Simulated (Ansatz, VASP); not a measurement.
# Ti in VASP and in Ansatz

```xyz
1
Lattice="-1.4979 1.4979 1.6142 1.4979 -1.4979 1.6142 1.4979 1.4979 -1.6142" Properties=species:S:1:pos:R:3 pbc="T T T"
Ti    0.0000    0.0000    0.0000
```

Alike in both runs: task single point; functional PBE; k mesh 22 × 22 × 22; occupations gaussian, width 0.15 eV; no spin polarisation.

```csv
,VASP,Ansatz
version,VASP 6.6.1,Ansatz 0.2.0
potentials or method,"VASP PAW PBE potentials, release 64 (Ti_sv), cutoff 520 eV","scalar-relativistic, plane waves, PAW"
valence electrons in the cell,12,12
```

VASP gave:

- gap on the k mesh at the Fermi level (eV): none
- pressure (GPa): 24.3
- traceless stress, the component that is largest in VASP (GPa): 0.33

What did Ansatz give for the same quantities?

gap on the k mesh at the Fermi level (eV): none; pressure (GPa): 24.9; traceless stress, the component that is largest in VASP (GPa): 0.29.

A gap of «none» marks a metal or a gap that the smearing closes. The functional is the same, so the differences come from potentials, cutoffs and numerics.
